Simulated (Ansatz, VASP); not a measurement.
# InAs in VASP and in Ansatz

INCAR

```
PREC = Accurate
ENCUT = 600
EDIFF = 1E-6
ISMEAR = -1
SIGMA = 0.05
LREAL = False
LASPH = True
NELM = 60
ALGO = Normal
ISIF = 3
LWAVE = False
LCHARG = False
GGA = PS
IVDW = 12
IBRION = 2
NSW = 80
EDIFFG = -0.005
```

KPOINTS

```
Automatic mesh
0
Gamma
  8 8 8
```

The input POSCAR:

```
InAs
1.0
    0.0000000000      3.0180000000      3.0180000000
    3.0180000000      0.0000000000      3.0180000000
    3.0180000000      3.0180000000      0.0000000000
In As
1 1
Direct
    0.0000000000      0.0000000000      0.0000000000
    0.7500000000      0.7500000000      0.7500000000
```

input.yaml

```yaml
crystal:
  lattice:
    - [0.0, 3.018, 3.018]
    - [3.018, 0.0, 3.018]
    - [3.018, 3.018, 0.0]
  atoms:
    - { symbol: In, position: [0.0, 0.0, 0.0] }
    - { symbol: As, position: [0.75, 0.75, 0.75] }
kpoints:
  mp_grid: { grid: [8, 8, 8] }
scf:
  occupations: { method: fermi_dirac, width: 0.05 }
hamiltonian:
  xc: pbesol
  dispersion: d3bj
  pseudopotentials: { kind: all_electron, lapw: { basis_error: 0.001 } }
output:
  forces: true
  stress: true
relax:
  f_tol: 0.005
  max_steps: 60
  cell: {}
```

Alike in both runs: task relaxation of cell and atoms; functional PBEsol; dispersion D3(BJ); k mesh 8 × 8 × 8; occupations fermi-dirac, width 0.05 eV; no spin polarisation.

|  | VASP | Ansatz |
| --- | --- | --- |
| version | VASP 6.6.1 | Ansatz 0.2.0 |
| potentials or method | VASP PAW PBE potentials, release 64 (In_d, As), cutoff 600 eV | all-electron LAPW, scalar-relativistic |

Ansatz gave:

```
relaxed volume (Å³/atom)                                     : 27.35
relaxed cell length with the largest relative difference (Å) : 4.261
```

Task: Which values does VASP return?

Result: Relaxed volume (Å³/atom): 27.40; relaxed cell length with the largest relative difference (Å): 4.263.

VASP's potentials were made for PBE, not for PBEsol. Ansatz ran all-electron here, and VASP with PAW potentials.
